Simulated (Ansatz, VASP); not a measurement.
## Two plane-wave programs on SiC

POSCAR

```
SiC
1.0
    0.0000000000      2.1740000000      2.1740000000
    2.1740000000      0.0000000000      2.1740000000
    2.1740000000      2.1740000000      0.0000000000
Si C
1 1
Direct
    0.0813140273      0.0000000000      0.0000000000
    0.7500000000      0.7500000000      0.7500000000
```

Contents of INCAR.step1:

```
PREC = Accurate
ENCUT = 520
ISMEAR = 0
SIGMA = 0.05
LREAL = False
LASPH = True
NELM = 80
NBANDS = 11
GGA = PE
ALGO = Normal
EDIFF = 1E-4
LWAVE = True
LCHARG = False
```

The input INCAR.step2:

```
PREC = Accurate
ENCUT = 520
EDIFF = 1E-7
ISMEAR = 0
SIGMA = 0.05
LREAL = False
LASPH = True
NELM = 80
ALGO = Normal
ISIF = 2
LWAVE = False
LCHARG = False
METAGGA = R2SCAN
LMIXTAU = True
NBANDS = 11
ISTART = 1
```

File KPOINTS:

```
Automatic mesh
0
Gamma
  12 12 12
```

Input for Ansatz:

```yaml
crystal:
  lattice:
    - [0.0, 2.174, 2.174]
    - [2.174, 0.0, 2.174]
    - [2.174, 2.174, 0.0]
  atoms:
    - { symbol: Si, position: [0.0813140273, 0.0, 0.0] }
    - { symbol: C, position: [0.75, 0.75, 0.75] }
basis:
  ecutwfc: 500
kpoints:
  mp_grid: { grid: [12, 12, 12] }
hamiltonian:
  xc: r2scan
scf:
  occupations: { method: gaussian, width: 0.05 }
output:
  forces: true
  stress: true
  eigenvalues: true
  write_density: true
  write_potential: true
  elf: true
  volumetric_format: npy
```

Change from the starting cell: all Si atoms moved -0.250 Å, as atom 1 towards its neighbour atom 1 (Si) at 3.075 Å.

Alike in both runs: task single point; functional r2SCAN; k mesh 12 × 12 × 12; occupations gaussian, width 0.05 eV; no spin polarisation.

```csv
,VASP,Ansatz
version,VASP 6.6.1,Ansatz 0.2.0
potentials or method,"VASP PAW PBE potentials, release 64 (Si, C), cutoff 520 eV","scalar-relativistic, plane waves, PAW"
valence electrons in the cell,8,8
```

```csv
,VASP,Ansatz,Ansatz less VASP
gap on the k mesh at the Fermi level (eV),0.52,0.51,-0.007
least direct gap on the mesh (eV),4.49,4.48,-0.013
pressure (GPa),9.1,9.4,+0.30
"traceless stress, the component that is largest in VASP (GPa)",-12.70,-12.83,-0.130
rms of the force components (eV/Å),3.281,3.293,+0.0114
```

VASP's potentials were made for PBE, not for r2SCAN. Atom by atom the forces differ by 0.012 eV/Å (rms over components).
